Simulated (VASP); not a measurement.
# SnTe (I4/mmm) in VASP: notebook

Runs on SnTe. Level: PBE. Tasks: single point.

Program: VASP 6.6.1. These are calculated values, not measurements. Logs are shortened: lines on timing, memory, paths and dates and some standing lists are left out, and cuts for length are marked.

## 1. The cell of the first run

The structure is tetragonal, space group I4/mmm (No. 139). The conventional cell has a = 4.464 Å, b = 4.464 Å, c = 6.502 Å, α = 90.00°, β = 90.00°, γ = 90.00°. Sn (site symmetry 4/mmm) has 6 Te at 3.16 to 3.25 Å within 4.2 Å. Te (site symmetry 4/mmm) has 6 Sn at 3.16 to 3.25 Å within 4.2 Å.

## 2. Single point, PBE (strain +0.000 along x and y, +0.030 along z)

Contents of INCAR:

```
  ALGO = Normal
  EDIFF = 1E-6
  ENCUT = 520
  GGA = PE
  ISIF = 2
  ISMEAR = 0
  LASPH = True
  LCHARG = False
  LREAL = False
  LWAVE = False
  NBANDS = 17
  NELM = 80
  PREC = Accurate
  SIGMA = 0.03
```

Contents of KPOINTS:

```
k-points
0
Gamma
  10 10 10
```

Contents of POSCAR:

```
SnTe
1.0
    0.0000000000      3.1565000000      3.2511950000
    3.1565000000      0.0000000000      3.2511950000
    3.1565000000      3.1565000000      0.0000000000
Sn Te
1 1
Direct
    0.0000000000      0.0000000000      0.0000000000
    0.5000000000      0.5000000000      0.5000000000
```

Potentials or basis: VASP PAW PBE potentials, release 64 (Sn_d, Te).

Run with:

```
> cat potpaw_PBE.64/Sn_d/POTCAR potpaw_PBE.64/Te/POTCAR > POTCAR
> mpirun -np 1 vasp_std > vasp.out
```

OUTCAR:

```text
EDIFF = 1E-6
   ENCUT = 520
   GGA = PE
   ISIF = 2
   ISMEAR = 0
   LASPH = True
   LREAL = False
   NELM = 80
   PREC = Accurate

 ion  position               nearest neighbor table
   1  0.000  0.000  0.000-   2 3.16   2 3.16   2 3.16   2 3.16   2 3.25   2 3.25
   2  0.500  0.500  0.500-   1 3.16   1 3.16   1 3.16   1 3.16   1 3.25   1 3.25

  LATTYP: Found a body centered tetragonal cell.
 ALAT       =     4.4639651096
 C/A-ratio  =     1.4566399692

  Lattice vectors:

 A1 = (  -3.1565000000,   0.0000000000,   3.2511950000)
 A2 = (   3.1565000000,   0.0000000000,   3.2511950000)
 A3 = (   0.0000000000,   3.1565000000,  -3.2511950000)

Analysis of symmetry for initial positions (statically):
=====================================================================
 Subroutine PRICEL returns:
 Original cell was already a primitive cell.

 Routine SETGRP: Setting up the symmetry group for a
 body centered tetragonal supercell.

 Subroutine GETGRP returns: Found 16 space group operations
 (whereof 16 operations were pure point group operations)
 out of a pool of 16 trial point group operations.

The static configuration has the point symmetry D_4h.

Analysis of symmetry for dynamics (positions and initial velocities):
=====================================================================
 Subroutine PRICEL returns:
 Original cell was already a primitive cell.

 Routine SETGRP: Setting up the symmetry group for a
 body centered tetragonal supercell.

 Subroutine GETGRP returns: Found 16 space group operations
 (whereof 16 operations were pure point group operations)
 out of a pool of 16 trial point group operations.

The dynamic configuration has the point symmetry D_4h.

 Subroutine INISYM returns: Found 16 space group operations
 (whereof 16 operations are pure point group operations),
 and found     1 'primitive' translations

----------------------------------------------------------------------------------------

                                     Primitive cell

  volume of cell :      64.7865

  direct lattice vectors                    reciprocal lattice vectors
     0.000000000  3.156500000  3.251195000    -0.158403295  0.158403295  0.153789607
     3.156500000  0.000000000  3.251195000     0.158403295 -0.158403295  0.153789607
     3.156500000  3.156500000  0.000000000     0.158403295  0.158403295 -0.153789607

  length of vectors
     4.531419334  4.531419334  4.463965110     0.271724954  0.271724954  0.271724954

  position of ions in fractional coordinates (direct lattice)
     0.000000000  0.000000000  0.000000000
     0.500000000  0.500000000  0.500000000

  ion indices of the primitive-cell ions
   primitive index   ion index
                 1           1
                 2           2

----------------------------------------------------------------------------------------

 KPOINTS: k-points

Automatic generation of k-mesh.
 Grid dimensions read from file:
 generate k-points for:   10   10   10

 Generating k-lattice:

  Cartesian coordinates                     Fractional coordinates (reciprocal lattice)
    -0.015840329  0.015840329  0.015378961     0.100000000  0.000000000  0.000000000
     0.015840329 -0.015840329  0.015378961     0.000000000  0.100000000  0.000000000
     0.015840329  0.015840329 -0.015378961     0.000000000  0.000000000  0.100000000

  Length of vectors
     0.027172495  0.027172495  0.027172495

  Shift w.r.t. Gamma in fractional coordinates (k-lattice)
     0.000000000  0.000000000  0.000000000

 Subroutine IBZKPT returns following result:
 ===========================================

 Found    102 irreducible k-points:

 Following reciprocal coordinates:
            Coordinates               Weight
  0.000000  0.000000  0.000000      1.000000
  0.100000  0.000000  0.000000      8.000000
  0.200000  0.000000  0.000000      8.000000
  0.300000 -0.000000  0.000000      8.000000
  0.400000  0.000000  0.000000      8.000000
  0.500000  0.000000  0.000000      4.000000
[... 16 lines left out ...]
  0.300000  0.300000  0.000000      2.000000
  0.400000  0.300000  0.000000      8.000000
 [... further k-points ...]
   k-points           NKPTS =    102   k-points in BZ     NKDIM =    102   number of bands    NBANDS=     17
   number of dos      NEDOS =    301   number of ions     NIONS =      2
   total plane-waves  NPLWV =  46656
   dimension x,y,z NGX =    36 NGY =   36 NGZ =   36
   dimension x,y,z NGXF=    72 NGYF=   72 NGZF=   72
   ions per type =               1   1
   NGX,Y,Z   is equivalent  to a cutoff of  13.21, 13.21, 13.41 a.u.
   NGXF,Y,Z  is equivalent  to a cutoff of  26.41, 26.41, 26.81 a.u.
 SYSTEM =  unknown system
   PREC   = accura    normal or accurate (medium, high low for compatibility)
   ISTART =      0    job   : 0-new  1-cont  2-samecut
   ICHARG =      2    charge: 1-file 2-atom 10-const
   ISPIN  =      1    spin polarized calculation?
   LNONCOLLINEAR =      F non collinear calculations
   LSORBIT =      F    spin-orbit coupling
   LASPH  =      T    aspherical Exc in radial PAW
   ENCUT  =  520.0 eV  38.22 Ry    6.18 a.u.   8.43  8.43  8.30*2*pi/ulx,y,z
   NELM   =     80;   NELMIN=  2; NELMDL= -5     # of ELM steps
   EDIFF  = 0.1E-05   stopping-criterion for ELM
   LREAL  =      F    real-space projection
   EDIFFG = 0.1E-04   stopping-criterion for IOM
   NSW    =      0    number of steps for IOM
   IBRION =     -1    ionic relax: 0-MD 1-quasi-New 2-CG
   NFREE  =      0    steps in history (QN), initial steepest desc. (CG)
   ISIF   =      2    stress and relaxation
   ISYM   =      2    0-nonsym 1-usesym 2-fastsym
   POTIM  = 0.5000    time-step for ionic-motion
   TEBEG  =    0.0;   TEEND  =   0.0 temperature during run
   PSTRESS=    0.0 pullay stress
   NELECT =      20.0000    total number of electrons
   NUPDOWN=      -1.0000    fix difference up-down
   EMIN   =  10.00;   EMAX   =-10.00  energy-range for DOS
   EFERMI =   0.00;   METHOD = LEGACY
   ISMEAR =     0;   SIGMA  =   0.03  broadening in eV -4-tet -1-fermi 0-gaus
   EFERMI_NEDOS =   21; number of points for ismear=-14 and -15
   IALGO  =     38    algorithm
   IMIX   =      4    mixing-type and parameters
     AMIX     =   0.40;   BMIX     =  1.00
     AMIX_MAG =   1.60;   BMIX_MAG =  1.00
  volume/ion in A,a.u.               =      32.39       218.60
  Fermi-wavevector in a.u.,A,eV,Ry     =   1.106428  2.090846 16.656030  1.224184
  Thomas-Fermi vector in A             =   2.242929
   LORBIT       =      0    0 simple, 1 ext, 2 COOP (PROOUT), +10 PAW based schemes
   GGA     = PE    functional components
   LHFCALC =     F    Hartree Fock is set to
   AEXX    =    0.0000 exact exchange contribution
   IVDW    =     0    specifies the selected vdW correction
   LEPSILON=     F    determine dielectric tensor
   LRPA    =     F    only Hartree local field effects (RPA)
 non-spin polarized calculation
 Gauss-broadening in eV      SIGMA  =   0.03
  energy-cutoff  :      520.00
  volume of cell :       64.79
 maximum number of plane-waves:      1771
 NGX is ok and might be reduce to    36
   NGX = 17   NGY = 17   NGZ = 17

 number of electron      20.0000004 magnetization

 Free energy of the ion-electron system (eV)
  ---------------------------------------------------
  ext. energy  EPLUGINS =         0.00000000
  ---------------------------------------------------
  free energy    TOTEN  =        -7.54927486 eV

  energy without entropy =       -7.54919115  energy(sigma->0) =       -7.54923300

 E-fermi :   6.5522     XC(G=0):  -9.3368

 val. band max:        6.5314471803   @ k =   0.5000   0.0000   0.0000
 cond. band min:       6.5730527129   @ k =   0.5000   0.0000   0.0000
 fundamental gap:      0.0416055326
 Fermi energy:         6.5522499465

 k-point     1 :       0.0000    0.0000    0.0000
  band No.  band energies     occupation
      1     -15.3705      2.00000
      2     -15.3633      2.00000
      3     -15.3633      2.00000
      4     -15.3577      2.00000
      5     -15.3534      2.00000
      6      -6.0275      2.00000
[... 9 lines left out ...]
     16      11.4141      0.00000
     17      13.0482      0.00000

 k-point     2 :       0.1000    0.0000    0.0000
  band No.  band energies     occupation
      1     -15.3707      2.00000
      2     -15.3631      2.00000
      3     -15.3629      2.00000
      4     -15.3581      2.00000
      5     -15.3530      2.00000
      6      -5.9473      2.00000
[... 9 lines left out ...]
     16      11.6067      0.00000
     17      13.6296      0.00000

 k-point     3 :       0.2000    0.0000    0.0000
  band No.  band energies     occupation
      1     -15.3714      2.00000
      2     -15.3625      2.00000
      3     -15.3623      2.00000
      4     -15.3586      2.00000
      5     -15.3518      2.00000
      6      -5.7163      2.00000
[... 9 lines left out ...]
     16      12.1480      0.00000
     17      14.9541      0.00000

 k-point     4 :       0.3000   -0.0000    0.0000
  band No.  band energies     occupation
      1     -15.3723      2.00000
      2     -15.3629      2.00000
      3     -15.3618      2.00000
      4     -15.3578      2.00000
      5     -15.3501      2.00000
      6      -5.3707      2.00000
[... 9 lines left out ...]
     16      13.0079      0.00000
     17      16.5180      0.00000

 k-point     5 :       0.4000    0.0000    0.0000
  band No.  band energies     occupation
      1     -15.3732      2.00000
      2     -15.3640      2.00000
      3     -15.3613      2.00000
      4     -15.3566      2.00000
      5     -15.3486      2.00000
      6      -5.0072      2.00000
[... 9 lines left out ...]
     16      14.2251      0.00000
     17      16.2971      0.00000

 k-point     6 :       0.5000    0.0000    0.0000
  band No.  band energies     occupation
      1     -15.3735      2.00000
      2     -15.3645      2.00000
      3     -15.3611      2.00000
      4     -15.3562      2.00000
      5     -15.3481      2.00000
      6      -4.8328      2.00000
[... 9 lines left out ...]
     16      15.2585      0.00000
     17      15.4650      0.00000

 k-point     7 :       0.1000    0.1000    0.0000
  band No.  band energies     occupation
      1     -15.3716      2.00000
      2     -15.3625      2.00000
      3     -15.3625      2.00000
      4     -15.3574      2.00000
      5     -15.3537      2.00000
      6      -5.9277      2.00000
[... 9 lines left out ...]
     16      11.9211      0.00000
     17      13.6591      0.00000

 k-point     8 :       0.2000    0.1000    0.0000
  band No.  band energies     occupation
      1     -15.3727      2.00000
      2     -15.3616      2.00000
      3     -15.3616      2.00000
      4     -15.3573      2.00000
      5     -15.3535      2.00000
      6      -5.7541      2.00000
[... 9 lines left out ...]
     16      12.5138      0.00000
     17      14.4134      0.00000
[... 203 lines left out ...]
      1     -15.3766      2.00000
      2     -15.3610      2.00000
      3     -15.3590      2.00000
      4     -15.3556      2.00000
      5     -15.3511      2.00000
      6      -4.7919      2.00000
[... 9 lines left out ...]
     16      15.5316      0.00000
     17      15.9126      0.00000

 k-point    20 :      -0.4000    0.2000    0.0000
  band No.  band energies     occupation
      1     -15.3753      2.00000
      2     -15.3619      2.00000
      3     -15.3599      2.00000
      4     -15.3566      2.00000
      5     -15.3493      2.00000
      6      -4.7124      2.00000
[... 9 lines left out ...]
     16      14.2322      0.00000
     17      16.4880      0.00000

 k-point    21 :      -0.3000    0.2000    0.0000
  band No.  band energies     occupation
      1     -15.3735      2.00000
      2     -15.3622      2.00000
      3     -15.3612      2.00000
      4     -15.3584      2.00000
      5     -15.3483      2.00000
      6      -4.9132      2.00000
[... 9 lines left out ...]
     16      14.5812      0.00000
     17      15.4265      0.00000

 k-point    22 :      -0.2000    0.2000    0.0000
  band No.  band energies     occupation
      1     -15.3718      2.00000
      2     -15.3623      2.00000
      3     -15.3617      2.00000
      4     -15.3602      2.00000
      5     -15.3485      2.00000
      6      -5.2407      2.00000
[... 9 lines left out ...]
     16      14.1092      0.00000
     17      14.9548      0.00000

 k-point    23 :       0.3000    0.3000    0.0000
  band No.  band energies     occupation
      1     -15.3786      2.00000
      2     -15.3577      2.00000
      3     -15.3577      2.00000
      4     -15.3554      2.00000
      5     -15.3554      2.00000
      6      -5.2356      2.00000
[... 9 lines left out ...]
     16      14.9027      0.00000
     17      14.9027      0.00000

 k-point    24 :       0.4000    0.3000    0.0000
  band No.  band energies     occupation
      1     -15.3800      2.00000
      2     -15.3572      2.00000
      3     -15.3569      2.00000
      4     -15.3551      2.00000
      5     -15.3549      2.00000
      6      -4.9888      2.00000
[... 9 lines left out ...]
     16      15.7006      0.00000
     17      15.9561      0.00000

 [... further k-points ...]
[... 5 lines left out ...]
  --------------------------------------------------------------------------------------
  -------------------------------------------------------------------------------------
  Total        0.7244786      0.7244786     -0.6065173      0.0000000      0.0000000      0.0000000
  in kB       17.9164322     17.9164322    -14.9992379      0.0000000      0.0000000      0.0000000
  external PRESSURE =       6.9445422 kB  Pullay stress =       0.0000000 kB

 VOLUME and BASIS-vectors are now :
 -----------------------------------------------------------------------------
  energy-cutoff  :      520.00
  volume of cell :       64.79
      direct lattice vectors                 reciprocal lattice vectors
     0.000000000  3.156500000  3.251195000    -0.158403295  0.158403295  0.153789607
     3.156500000  0.000000000  3.251195000     0.158403295 -0.158403295  0.153789607
     3.156500000  3.156500000  0.000000000     0.158403295  0.158403295 -0.153789607

 POSITION                                       TOTAL-FORCE (eV/Angst)
 -----------------------------------------------------------------------------------
      0.00000      0.00000      0.00000         0.000000      0.000000      0.000000
      3.15650      3.15650      3.25120        -0.000000     -0.000000      0.000000
 -----------------------------------------------------------------------------------
    total drift:                               -0.000000      0.000000      0.000000

  FREE ENERGIE OF THE ION-ELECTRON SYSTEM (eV)
  ---------------------------------------------------
  free  energy   TOTEN  =        -7.5492748628 eV

  energy  without entropy=       -7.5491911464  energy(sigma->0) =       -7.54923300
```

Wall time 44 s (1 thread of Intel Xeon Platinum 8559C (Emerald Rapids), shared host); peak memory 0.27 GiB.

Results:

```
Free energy            : -7.5493 eV
Pressure               : 0.7 GPa
Band gap on the k mesh : 0.04 eV, direct
```

Levels at points of the mesh, in eV from the valence-band top:
```csv
k point,band 7,band 8,band 9,band 10,band 11,band 12,band 13,band 14
"(0.00, 0.00, 0.00)",-4.81,-2.16,-2.16,-1.85,2.82,3.50,3.50,4.67
"(0.50, 0.00, 0.00)",-8.16,-1.77,-1.69,0.00,0.04,0.40,0.47,7.69
"(0.50, 0.50, 0.00)",-6.32,-5.30,-3.54,-3.54,2.36,4.84,4.84,5.82
"(0.50, 0.00, 0.50)",-6.50,-5.36,-3.77,-3.44,2.29,4.35,5.09,6.29
```

Caveat: the cell differs from its parent crystal (strain +0.000 along x and y, +0.030 along z); spin-orbit coupling is left out, which moves the levels of the heavy elements.

## 3. Single point, PBE (strain +0.015 along x and y, +0.000 along z)

Contents of INCAR:

```
PREC = Accurate ; ENCUT = 520
EDIFF = 1E-7 ; ISMEAR = 0
SIGMA = 0.03 ; LREAL = F
LASPH = T ; NELM = 100
ALGO = Normal ; ISIF = 2
LWAVE = F ; LCHARG = T
GGA = PE ; LELF = T
LVHAR = T ; NBANDS = 17
```

Contents of KPOINTS:

```
Automatic mesh
0
Gamma
  10 10 10
```

Contents of POSCAR:

```
SnTe
1.0
    0.0000000000      3.2038475000      3.1565000000
    3.2038475000      0.0000000000      3.1565000000
    3.2038475000      3.2038475000      0.0000000000
Sn Te
1 1
Direct
    0.0000000000      0.0000000000      0.0000000000
    0.5000000000      0.5000000000      0.5000000000
```

Potentials or basis: VASP PAW PBE potentials, release 64 (Sn_d, Te).

Run with:

```
> cat potpaw_PBE.64/Sn_d/POTCAR potpaw_PBE.64/Te/POTCAR > POTCAR
> mpirun -np 1 vasp_std > vasp.out
```

Run time: 47 s. Hardware: 1 thread of Intel Xeon Platinum 8559C (Emerald Rapids), shared host; peak memory 0.27 GiB.

It converged, with:

| Quantity | Value |
| --- | --- |
| Free energy | -7.5592 eV |
| Pressure | 0.7 GPa |

Stress tensor (GPa, compression positive):
```
0.06 0.00 0.00
0.00 0.06 0.00
0.00 0.00 1.88
```

Levels at points of the mesh, in eV from the Fermi level:
```
           k point  band 7  band 8  band 9  band 10  band 11  band 12  band 13  band 14
(0.00, 0.00, 0.00)   -4.84   -2.19   -2.03    -2.03     3.13     3.13     3.48     4.75
(0.50, 0.00, 0.00)   -8.18   -1.77   -1.74     0.00     0.00     0.36     0.43     7.67
(0.50, 0.50, 0.00)   -6.53   -5.38   -3.63    -3.63     2.26     4.68     4.68     6.26
(0.50, 0.00, 0.50)   -6.44   -5.35   -3.68    -3.51     2.30     4.56     4.94     6.02
```

Caveat: the cell differs from its parent crystal (strain +0.015 along x and y, +0.000 along z); spin-orbit coupling is left out, which moves the levels of the heavy elements.

(Part 1 of 2 ends here.)
